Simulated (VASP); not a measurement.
# Al: single point with PBE

Al:

```
CELL_PARAMETERS angstrom
2.02081 2.02081 0.00000
-2.02081 2.02081 0.00000
0.00000 0.00000 4.22349
ATOMIC_POSITIONS crystal
Al 0.00000 0.00000 0.00000
Al 0.50000 0.50000 0.50000
```

This cell differs from its parent crystal: strain along c alone, the other axes held: +4.5 %.

```yaml
Program: VASP 6.6.1
Task: single point
Functional: PBE
Potentials_or_basis: VASP PAW PBE potentials, release 64 (Al)
Cutoff: 520 eV
k_mesh: 18 × 18 × 14
Occupations: gaussian, width 0.1 eV
Spin: no spin polarisation
Dipole_correction: no
Further_INCAR_settings: ALGO = Fast; EDIFF = 1e-06; NBANDS = 10
```

The pressure is -3.0 GPa and the band gap on the k mesh is zero (bands 3 and 4 overlap by 11.31 eV).

Stress tensor (GPa, compression positive):
```
-2.51  0.00  0.00
 0.00 -2.51  0.00
 0.00  0.00 -4.06
```

Levels at points of the mesh, in eV from the Fermi level:
```
           k point  band 1  band 2  band 3  band 4  band 5  band 6  band 7
(0.00, 0.00, 0.00)  -10.83   -3.20   -2.19    5.57    5.92    5.92    9.21
(0.50, 0.00, 0.00)   -6.37   -6.37    0.99    0.99    2.15    2.15    9.81
(0.50, 0.50, 0.00)   -2.61   -2.61   -1.30   -1.30    4.99    4.99    5.11
(0.00, 0.00, 0.50)   -8.77   -8.77    7.00    7.00    7.59    7.59    7.69
(0.50, 0.00, 0.50)   -4.42   -4.42   -4.32   -4.32   10.33   10.33   10.72
(0.50, 0.50, 0.50)   -0.70   -0.70   -0.70   -0.70    0.42    0.42    1.05
```

It took 79 s on 1 thread of Intel Xeon 8259CL, with other jobs on the host, peak memory 0.24 GiB.

Caveat: the cell differs from its parent crystal (strain along c alone, the other axes held: +4.5 %); the cell stands under tension.
